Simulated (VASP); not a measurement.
# Rb (Pm-3m) in VASP: further runs

Rb is run at these levels: PBE; tasks: single point, relaxation of cell and atoms.

Program: VASP 6.6.1. These are calculated values, not measurements. Logs are shortened: lines on timing, memory, paths and dates and some standing lists are left out, and cuts for length are marked.

## Step 1: The cell of the first run

The structure is cubic, space group Pm-3m (No. 221). The conventional cell has a = 2.985 Å, b = 2.985 Å, c = 2.985 Å, α = 90.00°, β = 90.00°, γ = 90.00°. Rb (site symmetry m-3m) has 6 Rb at 2.98 Å within 3.9 Å.

This isn't the form of Rb at room conditions, which is bcc.

## Step 2: Single point, PBE

INCAR reads:

```
PREC     = Accurate       # precision mode
ENCUT    = 520            # plane-wave cutoff, eV
EDIFF    = 1E-6           # SCF threshold, eV
ISMEAR   = -1             # smearing method
SIGMA    = 0.1            # smearing width, eV
LREAL    = F              # projectors in reciprocal space
LASPH    = T              # aspherical terms in the spheres
NELM     = 100            # most SCF steps
ALGO     = Normal         # electronic algorithm
ISIF     = 2              # what is computed and relaxed
LWAVE    = F              # write WAVECAR
LCHARG   = F              # write CHGCAR
GGA      = PE             # functional
NBANDS   = 10             # bands
```

KPOINTS reads:

```
regular mesh
0
Gamma
  5 5 5
```

POSCAR reads:

```
Rb
1.0
    2.9847465255      0.0000000000      0.0000000000
    0.0000000000      2.9847465255      0.0000000000
    0.0000000000      0.0000000000      2.9847465255
Rb
1
Direct
    0.0000000000      0.0000000000      0.0000000000
```

Potentials or basis: VASP PAW PBE potentials, release 64 (Rb_sv).

Launch:

```sh
$ cat potpaw_PBE.64/Rb_sv/POTCAR > POTCAR
$ mpirun -np 1 vasp_std > vasp.out
```

OUTCAR:

```text
PREC = Accurate
   ENCUT = 520
   EDIFF = 1E-6
   ISMEAR = -1
   LREAL = F
   LASPH = T
   NELM = 100
   ISIF = 2
   GGA = PE

 ion  position               nearest neighbor table
   1  0.000  0.000  0.000-

  LATTYP: Found a simple cubic cell.
 ALAT       =     2.9847465255

  Lattice vectors:

 A1 = (   2.9847465255,   0.0000000000,   0.0000000000)
 A2 = (   0.0000000000,   2.9847465255,   0.0000000000)
 A3 = (   0.0000000000,   0.0000000000,   2.9847465255)

Analysis of symmetry for initial positions (statically):
=====================================================================
 Subroutine PRICEL returns:
 Original cell was already a primitive cell.

 Routine SETGRP: Setting up the symmetry group for a
 simple cubic supercell.

 Subroutine GETGRP returns: Found 48 space group operations
 (whereof 48 operations were pure point group operations)
 out of a pool of 48 trial point group operations.

The static configuration has the point symmetry O_h .

Analysis of symmetry for dynamics (positions and initial velocities):
=====================================================================
 Subroutine PRICEL returns:
 Original cell was already a primitive cell.

 Routine SETGRP: Setting up the symmetry group for a
 simple cubic supercell.

 Subroutine GETGRP returns: Found 48 space group operations
 (whereof 48 operations were pure point group operations)
 out of a pool of 48 trial point group operations.

The dynamic configuration has the point symmetry O_h .

 Subroutine INISYM returns: Found 48 space group operations
 (whereof 48 operations are pure point group operations),
 and found     1 'primitive' translations

----------------------------------------------------------------------------------------

                                     Primitive cell

  volume of cell :      26.5902

  direct lattice vectors                    reciprocal lattice vectors
     2.984746525  0.000000000  0.000000000     0.335036825  0.000000000  0.000000000
     0.000000000  2.984746525  0.000000000     0.000000000  0.335036825  0.000000000
     0.000000000  0.000000000  2.984746525     0.000000000  0.000000000  0.335036825

  length of vectors
     2.984746525  2.984746525  2.984746525     0.335036825  0.335036825  0.335036825

  position of ions in fractional coordinates (direct lattice)
     0.000000000  0.000000000  0.000000000

  ion indices of the primitive-cell ions
   primitive index   ion index
[... 61 lines left out ...]
   NSW    =      0    number of steps for IOM
   IBRION =     -1    ionic relax: 0-MD 1-quasi-New 2-CG
   NFREE  =      0    steps in history (QN), initial steepest desc. (CG)
   ISIF   =      2    stress and relaxation
   ISYM   =      2    0-nonsym 1-usesym 2-fastsym
   POTIM  = 0.5000    time-step for ionic-motion
   TEBEG  =    0.0;   TEEND  =   0.0 temperature during run
   PSTRESS=    0.0 pullay stress
   NELECT =       9.0000    total number of electrons
   NUPDOWN=      -1.0000    fix difference up-down
   EMIN   =  10.00;   EMAX   =-10.00  energy-range for DOS
   EFERMI =   0.00;   METHOD = LEGACY
   ISMEAR =    -1;   SIGMA  =   0.10  broadening in eV -4-tet -1-fermi 0-gaus
   EFERMI_NEDOS =   21; number of points for ismear=-14 and -15
   IALGO  =     38    algorithm
   IMIX   =      4    mixing-type and parameters
     AMIX     =   0.40;   BMIX     =  1.00
     AMIX_MAG =   1.60;   BMIX_MAG =  1.00
  volume/ion in A,a.u.               =      26.59       179.44
  Fermi-wavevector in a.u.,A,eV,Ry     =   1.140902  2.155992 17.710113  1.301657
  Thomas-Fermi vector in A             =   2.277603
   LORBIT       =      0    0 simple, 1 ext, 2 COOP (PROOUT), +10 PAW based schemes
   GGA     = PE    functional components
   LHFCALC =     F    Hartree Fock is set to
   AEXX    =    0.0000 exact exchange contribution
   IVDW    =     0    specifies the selected vdW correction
   LEPSILON=     F    determine dielectric tensor
   LRPA    =     F    only Hartree local field effects (RPA)
 non-spin polarized calculation
  energy-cutoff  :      520.00
  volume of cell :       26.59
 maximum number of plane-waves:       739
 NGX is ok and might be reduce to    24
   NGX = 11   NGY = 11   NGZ = 11

 number of electron       9.0000000 magnetization

 Free energy of the ion-electron system (eV)
  ---------------------------------------------------
  ext. energy  EPLUGINS =         0.00000000
  ---------------------------------------------------
  free energy    TOTEN  =         1.01908838 eV

  energy without entropy =        1.03897595  energy(sigma->0) =        1.02903217

 E-fermi :   4.9955     XC(G=0):  -9.5673

 val. band max:        4.9065192875   @ k =   0.4000   0.4000   0.4000
 cond. band min:       5.1769398320   @ k =   0.2000   0.2000   0.2000
 fundamental gap:      0.2704205446
 Fermi energy:         4.9954898776

 k-point     1 :       0.0000    0.0000    0.0000
  band No.  band energies     occupation
      1     -25.3326      2.00000
      2      -7.5310      2.00000
      3      -7.5310      2.00000
      4      -7.5310      2.00000
      5       2.3746      2.00000
      6       6.2022      0.00001
      7       6.2022      0.00001
      8      16.3817      0.00000
      9      16.3817      0.00000
     10      16.3817      0.00000
[... 105 lines left out ...]
 k-point    10 :       0.4000    0.4000    0.4000
  band No.  band energies     occupation
      1     -23.9884      2.00000
      2      -9.5597      2.00000
      3      -9.5000      2.00000
      4      -9.5000      2.00000
      5       4.9065      1.41766
      6       5.8101      0.00058
      7       5.8101      0.00058
      8      11.8816      0.00000
      9      16.6871      0.00000
     10      16.6871      0.00000

------------------------ aborting loop because EDIFF is reached ----------------------------------------

  FORCE on cell =-STRESS in cart. coord.  units (eV):
  Direction    XX          YY          ZZ          XY          YZ          ZX
  --------------------------------------------------------------------------------------
  -------------------------------------------------------------------------------------
  Total        3.3721331      3.3721331      3.3721331      0.0000000     -0.0000000      0.0000000
  in kB      203.1856004    203.1856004    203.1856004      0.0000000     -0.0000000      0.0000000
  external PRESSURE =     203.1856004 kB  Pullay stress =       0.0000000 kB

 VOLUME and BASIS-vectors are now :
 -----------------------------------------------------------------------------
  energy-cutoff  :      520.00
  volume of cell :       26.59
      direct lattice vectors                 reciprocal lattice vectors
     2.984746525  0.000000000  0.000000000     0.335036825  0.000000000  0.000000000
     0.000000000  2.984746525  0.000000000     0.000000000  0.335036825  0.000000000
     0.000000000  0.000000000  2.984746525     0.000000000  0.000000000  0.335036825

 POSITION                                       TOTAL-FORCE (eV/Angst)
 -----------------------------------------------------------------------------------
      0.00000      0.00000      0.00000         0.000000      0.000000      0.000000
 -----------------------------------------------------------------------------------
    total drift:                                0.000000      0.000000      0.000000

  FREE ENERGIE OF THE ION-ELECTRON SYSTEM (eV)
  ---------------------------------------------------
  free  energy   TOTEN  =         1.0190883824 eV

  energy  without entropy=        1.0389759521  energy(sigma->0) =        1.02903217
```

OSZICAR:

```text
N       E                     dE             d eps       ncg     rms          rms(c)
DAV:   1     0.324304310217E+02    0.32430E+02   -0.48188E+03   200   0.797E+02
DAV:   2     0.187888975882E+01   -0.30552E+02   -0.30119E+02   256   0.148E+02
DAV:   3     0.975531788752E+00   -0.90336E+00   -0.90133E+00   264   0.216E+01
DAV:   4     0.963278477207E+00   -0.12253E-01   -0.12247E-01   264   0.189E+00
DAV:   5     0.963009632965E+00   -0.26884E-03   -0.26881E-03   276   0.162E-01    0.537E+00
DAV:   6     0.100790668740E+01    0.44897E-01   -0.60565E-02   234   0.140E+00    0.318E+00
DAV:   7     0.101890805914E+01    0.11001E-01   -0.65445E-02   264   0.146E+00    0.475E-01
DAV:   8     0.101908546309E+01    0.17740E-03   -0.30056E-03   218   0.430E-01    0.272E-02
DAV:   9     0.101908707414E+01    0.16111E-05   -0.91210E-05   240   0.628E-02    0.207E-02
DAV:  10     0.101908885114E+01    0.17770E-05   -0.97629E-06   226   0.218E-02    0.581E-03
DAV:  11     0.101908838237E+01   -0.46878E-06   -0.86937E-07   126   0.823E-03
   1 F= 0.10190884E+01 E0= 0.10290322E+01  d E =-.198876E-01
```

Run time: 8.5 s. Hardware: 1 thread of Intel Xeon 8259CL, shared host; peak memory 0.13 GiB.

Results:

```
Free energy            : 1.0191 eV
Pressure               : 20.3 GPa
Band gap on the k mesh : zero (an odd number of electrons rules out a gap without spin polarisation)
```

Caveat: the k points lie up to 0.42 Å⁻¹ apart, too coarse for converged energies and pressures of a metal.

## Step 3: Single point, PBE

This run uses another cell than the first one, of 99.88 Å³/atom.

INCAR, as its differences from that of step 2:

```diff
@@ -7,3 +7,3 @@
 LASPH    = T              # aspherical terms in the spheres
-NELM     = 100            # most SCF steps
+NELM     = 80             # most SCF steps
 ALGO     = Normal         # electronic algorithm
```

KPOINTS is that of step 2.

POSCAR reads:

```
Rb
1.0
    4.6396654716      0.0000000000      0.0000000000
    0.0000000000      4.6396654716      0.0000000000
    0.0000000000      0.0000000000      4.6396654716
Rb
1
Direct
    0.0000000000      0.0000000000      0.0000000000
```

Potentials or basis: VASP PAW PBE potentials, release 64 (Rb_sv).

Launch:

```sh
$ cat potpaw_PBE.64/Rb_sv/POTCAR > POTCAR
$ mpirun -np 1 vasp_std > vasp.out
```

Wall time 24 s (1 thread of Intel Xeon 8259CL, shared host); peak memory 0.19 GiB.

Results (log left out):

- Free energy: -0.8493 eV
- Pressure: 0.0 GPa
- Band gap on the k mesh: zero (an odd number of electrons rules out a gap without spin polarisation)

Levels at points of the mesh, in eV from the Fermi level:
```
           k point  band 2  band 3  band 4  band 5  band 6  band 7  band 8  band 9
(0.00, 0.00, 0.00)  -13.06  -13.06  -13.06   -1.79    2.39    2.39    5.69    5.69
```

## Step 4: Relaxation of cell and atoms, PBE

This run uses another cell than the first one, of 96.70 Å³/atom.

INCAR reads:

```
PREC = Accurate
ENCUT = 600
EDIFF = 1E-6
ISMEAR = -1
SIGMA = 0.1
LREAL = False
LASPH = True
NELM = 80
ALGO = Normal
ISIF = 3
LWAVE = False
LCHARG = False
GGA = PE
IBRION = 2
NSW = 80
EDIFFG = -0.03
```

KPOINTS is that of step 3.

POSCAR reads:

```
Rb
1.0
    4.5900000000      0.0000000000      0.0000000000
    0.0000000000      4.5900000000      0.0000000000
    0.0000000000      0.0000000000      4.5900000000
Rb
1
Direct
    0.0000000000      0.0000000000      0.0000000000
```

Launch:

```sh
$ cat potpaw_PBE.64/Rb_sv/POTCAR > POTCAR
$ mpirun -np 1 vasp_std > vasp.out
```

It took 69 s on 1 thread of Intel Xeon 8259CL, shared host; peak memory 0.23 GiB.

Results (log left out):

| Property | Result |
| --- | --- |
| Free energy | -0.8492 eV |
| Relaxed volume | 99.40 Å³/atom |
| Relaxed cell | a = 4.632 Å, b = 4.632 Å, c = 4.632 Å, α = 90.00°, β = 90.00°, γ = 90.00° |
| Space group after relaxing (to 0.1 Å) | Pm-3m (No. 221) |
| Energy gained by relaxing | 0.7 meV/atom |
| Ionic steps | 3 |
| Pressure after relaxing | 0.0 GPa |
| Band gap on the k mesh | zero (an odd number of electrons rules out a gap without spin polarisation) |

The path:
| step | energy change (eV) | largest force (eV/Å) | pressure (GPa) | volume (Å³) |
| --- | --- | --- | --- | --- |
| 1 | 0.0000 | 0.0000 | 0.08 | 96.70 |
| 2 | -0.0003 | 0.0000 | 0.06 | 97.37 |
| 3 | -0.0007 | 0.0000 | 0.01 | 99.40 |

Final structure:
```
Rb
1.0
     4.63223    0.00000    0.00000
     0.00000    4.63223    0.00000
     0.00000    0.00000    4.63223
Rb
1
Cartesian
  0.0000 0.0000 0.0000
```

Levels at points of the mesh, in eV from the Fermi level:
```csv
k point,band 2,band 3,band 4,band 5,band 6,band 7,band 8
"(0.00, 0.00, 0.00)",-13.06,-13.06,-13.06,-1.80,2.39,2.39,5.71
```

## Step 5: Relaxation of cell and atoms, PBE, target pressure 20 GPa, at which the enthalpy is minimised

This run uses another cell than the first one, of 96.70 Å³/atom.

INCAR reads:

```
ALGO     = Normal         # electronic algorithm
EDIFF    = 1E-6           # SCF threshold, eV
EDIFFG   = -0.03          # ionic threshold
ENCUT    = 600            # plane-wave cutoff, eV
GGA      = PE             # functional
IBRION   = 2              # ionic algorithm
ISIF     = 3              # what is computed and relaxed
ISMEAR   = -1             # smearing method
LASPH    = True           # aspherical terms in the spheres
LCHARG   = False          # write CHGCAR
LREAL    = False          # projectors in reciprocal space
LWAVE    = False          # write WAVECAR
NELM     = 100            # most SCF steps
NSW      = 80             # ionic steps
PREC     = Accurate       # precision mode
PSTRESS  = 200.0        
SIGMA    = 0.1            # smearing width, eV
```

KPOINTS reads:

```
k-points
0
Gamma
  5 5 5
```

POSCAR is that of step 4.

Launch:

```sh
$ cat potpaw_PBE.64/Rb_sv/POTCAR > POTCAR
$ mpirun -np 1 vasp_std > vasp.out
```

It took 6.1 min on 1 thread of Intel Xeon 8259CL, shared host; peak memory 0.31 GiB.

The run converged. Its results:

```yaml
Free_energy: 0.9991 eV
Relaxed_volume: 26.75 Å³/atom
Relaxed_cell: a = 2.991 Å, b = 2.991 Å, c = 2.991 Å, α = 90.00°, β = 90.00°, γ = 90.00°
Space_group_after_relaxing_to_0.1_Å: Pm-3m (No. 221)
Energy_change_on_relaxing_the_run_minimises_the_enthalpy: +1847.6 meV/atom
Ionic_steps: 11
Pressure_after_relaxing: 20.0 GPa
Band_gap_on_the_k_mesh: zero (an odd number of electrons rules out a gap without spin polarisation)
```

Step by step:
| step | energy change (eV) | largest force (eV/Å) | pressure (GPa) | volume (Å³) |
| --- | --- | --- | --- | --- |
| 1 | 0.0000 | 0.0000 | 0.08 | 96.70 |
| 2 | 29.4342 | 0.0000 | 1371.48 | 7.16 |
| 3 | 0.0908 | 0.0000 | 1.32 | 71.37 |
| 4 | 0.2626 | 0.0000 | 3.09 | 58.38 |
| 5 | 1.3070 | 0.0000 | 11.94 | 32.26 |
| 6 | 4.4800 | 0.0000 | 84.73 | 16.69 |
| 7 | 1.6247 | 0.0000 | 16.78 | 28.69 |
| 8 | 1.8174 | 0.0000 | 19.52 | 26.99 |
| 9 | 1.9256 | 0.0000 | 21.35 | 26.14 |
| 10 | 1.8267 | 0.0000 | 19.67 | 26.92 |
| 11 | 1.8476 | 0.0000 | 20.00 | 26.75 |

Final structure:
```
Rb
1.0
     2.99060    0.00000    0.00000
     0.00000    2.99060    0.00000
     0.00000    0.00000    2.99060
Rb
1
Direct
  0.00000 0.00000 0.00000
```

Levels at points of the mesh, in eV from the Fermi level:
```tsv
k point	band 1	band 2	band 3	band 4	band 5	band 6	band 7	band 8
(0.00, 0.00, 0.00)	-30.31	-12.53	-12.53	-12.53	-2.63	1.22	1.22	11.34
```

Caveat: the cell is relaxed towards a set pressure, so the run minimises the enthalpy, not the energy; the volume moved by over 15 % at a fixed basis, so the end points are rough.

## Step 6: Summary

```csv
task,cell,cutoff (eV),gap on the mesh (eV),pressure (GPa)
single point,"a = 2.985 Å, 1 atom",520,none,20.3
single point,"a = 4.640 Å, 1 atom",520,none,0.0
relaxation of cell and atoms,"relaxed from a = 4.590 Å, 1 atom",600,none,0.0
relaxation of cell and atoms,"relaxed to 20 GPa from a = 4.590 Å, 1 atom",600,none,20.0
```

Alike in all rows: level PBE; potentials or basis VASP PAW PBE potentials, release 64 (Rb_sv); no spin polarisation; k mesh 5 × 5 × 5; smearing fermi-dirac 0.1 eV.

Caveats: some runs use coarse meshes; the cell is relaxed towards a set pressure, so the run minimises the enthalpy, not the energy (at least some runs); the volume moved by over 15 % at a fixed basis, so the end points are rough (at least some runs).

Total energies depend on the potentials used, so only differences within one code and one set of settings carry meaning.

The gap in the log of VASP goes by the Fermi energy; the results here count the filled bands.